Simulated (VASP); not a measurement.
# Ti (P6_3/mmc) in VASP: vibrations by perturbation theory with PBEsol

Aim: the vibrations by perturbation theory of Ti with PBEsol.

Everything below comes from runs of VASP 6.6.1. Logs are shortened: lines on timing, memory, paths and dates and some standing lists are left out, and cuts for length are marked.

## 1. The cell of the first run

The structure is hexagonal, space group P6_3/mmc (No. 194). Conventional cell: a = 2.696 Å, b = 2.696 Å, c = 4.325 Å, α = 90.00°, β = 90.00°, γ = 120.00°. Within 3.5 Å of Ti (site symmetry -6m2) lie 12 Ti at 2.66 to 2.70 Å.

## 2. Vibrations by perturbation theory, PBEsol

INCAR

```
  PREC = Accurate
  ENCUT = 520
  EDIFF = 1E-8
  ISMEAR = -1
  SIGMA = 0.15
  LREAL = False
  LASPH = True
  NELM = 100
  ALGO = Normal
  ISIF = 2
  LWAVE = False
  LCHARG = False
  GGA = PS
  NBANDS = 19
  IBRION = 8
  NSW = 1
```

KPOINTS

```
regular mesh
0
Gamma
  18 18 10
```

POSCAR

```
Ti
1.0
    2.6958619967      0.0000000000      0.0000000000
   -1.3479309983      2.3346849743      0.0000000000
    0.0000000000      0.0000000000      4.3246816493
Ti
2
Direct
    0.3333333333      0.6666666667      0.2500000000
    0.6666666667      0.3333333333      0.7500000000
```

Potentials or basis: VASP PAW PBE potentials, release 64 (Ti_sv).

Run with:

```bash
> cat potpaw_PBE.64/Ti_sv/POTCAR > POTCAR
> mpirun -np 1 vasp_std > vasp.out
```

OUTCAR:

```text
PREC = Accurate
   ENCUT = 520
   EDIFF = 1E-8
   ISMEAR = -1
   LREAL = False
   LASPH = True
   NELM = 100
   ISIF = 2
   GGA = PS
   IBRION = 8
   NSW = 1

 ion  position               nearest neighbor table
   1  0.333  0.667  0.250-   2 2.66   2 2.66   2 2.66   2 2.66   2 2.66   2 2.66
   2  0.667  0.333  0.750-   1 2.66   1 2.66   1 2.66   1 2.66   1 2.66   1 2.66

  LATTYP: Found a hexagonal cell.
 ALAT       =     2.6958619967
 C/A-ratio  =     1.6041925197

  Lattice vectors:

 A1 = (   2.6958619967,   0.0000000000,   0.0000000000)
 A2 = (  -1.3479309983,   2.3346849743,   0.0000000000)
 A3 = (   0.0000000000,   0.0000000000,   4.3246816493)

Analysis of symmetry for initial positions (statically):
=====================================================================
 Subroutine PRICEL returns:
 Original cell was already a primitive cell.

 Routine SETGRP: Setting up the symmetry group for a
 hexagonal supercell.

 Subroutine GETGRP returns: Found 24 space group operations
 (whereof 12 operations were pure point group operations)
 out of a pool of 24 trial point group operations.

The static configuration has the point symmetry D_3d.
 The point group associated with its full space group is D_6h.

Analysis of symmetry for dynamics (positions and initial velocities):
=====================================================================
 Subroutine PRICEL returns:
 Original cell was already a primitive cell.

 Routine SETGRP: Setting up the symmetry group for a
 hexagonal supercell.

 Subroutine GETGRP returns: Found 24 space group operations
 (whereof 12 operations were pure point group operations)
 out of a pool of 24 trial point group operations.

The dynamic configuration has the point symmetry D_3d.
 The point group associated with its full space group is D_6h.

 Subroutine INISYM returns: Found 24 space group operations
 (whereof 12 operations are pure point group operations),
 and found     1 'primitive' translations

----------------------------------------------------------------------------------------

                                     Primitive cell

  volume of cell :      27.2195

  direct lattice vectors                    reciprocal lattice vectors
     2.695861997  0.000000000  0.000000000     0.370938869  0.214161656  0.000000000
    -1.347930998  2.334684974  0.000000000     0.000000000  0.428323312  0.000000000
     0.000000000  0.000000000  4.324681649     0.000000000  0.000000000  0.231230893

  length of vectors
     2.695861997  2.695861997  4.324681649     0.428323312  0.428323312  0.231230893

  position of ions in fractional coordinates (direct lattice)
     0.333333333  0.666666667  0.250000000
     0.666666667  0.333333333  0.750000000

  ion indices of the primitive-cell ions
   primitive index   ion index
                 1           1
                 2           2

----------------------------------------------------------------------------------------

 KPOINTS: regular mesh

Automatic generation of k-mesh.
 Grid dimensions read from file:
 generate k-points for:   18   18   10

 Generating k-lattice:

  Cartesian coordinates                     Fractional coordinates (reciprocal lattice)
     0.020607715  0.011897870  0.000000000     0.055555556  0.000000000  0.000000000
     0.000000000  0.023795740  0.000000000     0.000000000  0.055555556  0.000000000
     0.000000000  0.000000000  0.023123089     0.000000000  0.000000000  0.100000000

  Length of vectors
     0.023795740  0.023795740  0.023123089
[... 80 lines left out ...]
   LHFCALC =     F    Hartree Fock is set to
   AEXX    =    0.0000 exact exchange contribution
   IVDW    =     0    specifies the selected vdW correction
   LEPSILON=     F    determine dielectric tensor
   LRPA    =     F    only Hartree local field effects (RPA)
 non-spin polarized calculation
  energy-cutoff  :      520.00
  volume of cell :       27.22
 maximum number of plane-waves:       758
 NGX is ok and might be reduce to    20
   NGX =  9   NGY =  9   NGZ = 17

--------------------------------------- Ionic step        1  -------------------------------------------

 number of electron      24.0000009 magnetization

 Free energy of the ion-electron system (eV)
  ---------------------------------------------------
  ext. energy  EPLUGINS =         0.00000000
  ---------------------------------------------------
  free energy    TOTEN  =       -16.18485533 eV

  energy without entropy =      -16.03745308  energy(sigma->0) =      -16.11115420

 E-fermi :  10.9846     XC(G=0): -12.8527

 val. band max:       10.9754950144   @ k =   0.1111   0.0556   0.0000
 cond. band min:      10.9877202679   @ k =   0.3333   0.2778   0.5000
 fundamental gap:      0.0122252535
 Fermi energy:        10.9845525268

 k-point     1 :       0.0000    0.0000    0.0000
  band No.  band energies     occupation
      1     -45.2518      2.00000
      2     -44.9064      2.00000
      3     -22.2773      2.00000
      4     -20.9545      2.00000
      5     -20.9545      2.00000
      6     -20.7805      2.00000
[... 505 lines left out ...]
      6     -21.3259      2.00000
[... 11 lines left out ...]
     18      15.6895      0.00000
     19      16.8813      0.00000

 [... further k-points ...]

------------------------ aborting loop because EDIFF is reached ----------------------------------------

  FORCE on cell =-STRESS in cart. coord.  units (eV):
  Direction    XX          YY          ZZ          XY          YZ          ZX
  --------------------------------------------------------------------------------------
  -------------------------------------------------------------------------------------
  Total        5.7988805      5.7988805      5.8015507      0.0000000     -0.0000000     -0.0000000
  in kB      341.3301499    341.3301499    341.4873215      0.0000000     -0.0000000     -0.0000000
  external PRESSURE =     341.3825404 kB  Pullay stress =       0.0000000 kB

 VOLUME and BASIS-vectors are now :
 -----------------------------------------------------------------------------
  energy-cutoff  :      520.00
  volume of cell :       27.22
      direct lattice vectors                 reciprocal lattice vectors
     2.695861997  0.000000000  0.000000000     0.370938869  0.214161656  0.000000000
    -1.347930998  2.334684974  0.000000000     0.000000000  0.428323312  0.000000000
     0.000000000  0.000000000  4.324681649     0.000000000  0.000000000  0.231230893

 POSITION                                       TOTAL-FORCE (eV/Angst)
 -----------------------------------------------------------------------------------
     -0.00000      1.55646      1.08117         0.000000      0.000000      0.000000
      1.34793      0.77823      3.24351        -0.000000     -0.000000      0.000000
 -----------------------------------------------------------------------------------
    total drift:                               -0.000000      0.000000     -0.000000

  FREE ENERGIE OF THE ION-ELECTRON SYSTEM (eV)
  ---------------------------------------------------
  free  energy   TOTEN  =       -16.1848553259 eV

  energy  without entropy=      -16.0374530794  energy(sigma->0) =      -16.11115420

[... ionic steps 2 to 3 ...]

--------------------------------------- Ionic step        4  -------------------------------------------

------------------------ aborting loop because EDIFF is reached ----------------------------------------

[... ionic steps 5 to 5 ...]

--------------------------------------- Ionic step        6  -------------------------------------------

 Free energy of the ion-electron system (eV)
  ---------------------------------------------------
  ---------------------------------------------------
  free energy    TOTEN  =        -0.59257069 eV

  energy without entropy =       -0.59257069

------------------------ aborting loop because EDIFF is reached ----------------------------------------

 INTERNAL STRAIN TENSOR  FOR ION    1  DIRECTION 3   (eV/Angst):
 -----------------------------------------------------------------------------
    -0.02924 -0.00000 -0.00000
    -0.00000 -0.02924 -0.00000
     0.00000 -0.00000  0.06460

 INTERNAL STRAIN TENSOR FOR ION    2 for displacements in x,y,z  (eV/Angst):
          X           Y           Z          XY          YZ          ZX
  --------------------------------------------------------------------------------
  x     0.00000    -0.00000     0.00000     2.34047     0.00000     0.00000
  y     2.34047    -2.34047     0.00000    -0.00000     0.00000     0.00000
  z    -0.00000    -0.00000     0.00000     0.00000     0.00000     0.00000

 SECOND DERIVATIVES (NOT SYMMETRIZED)
 ------------------------------------
               1X          1Y          1Z          2X          2Y          2Z
  1X    -0.336820   -0.000000    0.000000    0.336820    0.000000    0.000000
  1Y    -0.000000   -0.336820    0.000000    0.000000    0.336820    0.000000
  1Z     0.000000    0.000000   -9.540115   -0.000000    0.000000    9.540115
  2X     0.336820    0.000000    0.000000   -0.336820   -0.000000    0.000000
  2Y     0.000000    0.336820    0.000000   -0.000000   -0.336820    0.000000
  2Z    -0.000000    0.000000    9.540115    0.000000    0.000000   -9.540115

 Eigenvectors and eigenvalues of the dynamical matrix
 ----------------------------------------------------

   1 f  =    9.868825 THz    62.007659 2PiTHz  329.188581 cm-1    40.814164 meV
             X         Y         Z           dx          dy          dz
     -0.000000  1.556457  1.081170    -0.000000    0.000000    0.707107
      1.347931  0.778228  3.243511     0.000000    0.000000   -0.707107
[... 16 lines left out ...]
   5 f  =    0.000000 THz     0.000000 2PiTHz    0.000000 cm-1     0.000000 meV
             X         Y         Z           dx          dy          dz
     -0.000000  1.556457  1.081170     0.701316    0.088511    0.017939
      1.347931  0.778228  3.243511     0.701316    0.088511    0.017939

   6 f/i=    0.000000 THz     0.000001 2PiTHz    0.000003 cm-1     0.000000 meV
             X         Y         Z           dx          dy          dz
     -0.000000  1.556457  1.081170    -0.002335   -0.122643    0.696386
      1.347931  0.778228  3.243511    -0.002335   -0.122643    0.696386

--------------------------------------------------------------------------------------------------------

 ELASTIC MODULI CONTR FROM IONIC RELAXATION (kBar)
 Direction    XX          YY          ZZ          XY          YZ          ZX
 --------------------------------------------------------------------------------
 XX        -957.2777    957.2777      0.0000     -0.0000      0.0000      0.0000
 YY         957.2777   -957.2777      0.0000     -0.0000      0.0000      0.0000
 ZZ           0.0000      0.0000     -0.0000     -0.0000     -0.0000     -0.0000
 XY          -0.0000     -0.0000     -0.0000   -957.2777     -0.0000     -0.0000
 YZ           0.0000      0.0000     -0.0000     -0.0000     -0.0000     -0.0000
 ZX           0.0000      0.0000     -0.0000     -0.0000     -0.0000     -0.0000
 --------------------------------------------------------------------------------
```

It took 15 min on 1 thread of Intel Xeon 6975P-C (Granite Rapids), shared host; peak memory 0.94 GiB.

Results:

```
Highest phonon frequency at Γ : 329 cm⁻¹
```

Phonon frequencies in cm⁻¹ (negative: imaginary):
```csv
q point,frequencies
"(0.000, 0.000, 0.000)",0 0 0 62 62 329
```

Caveat: the cell wasn't relaxed at this level first, which shifts response properties; the PAW data sets were made with another functional, which shifts forces and pressure a little.
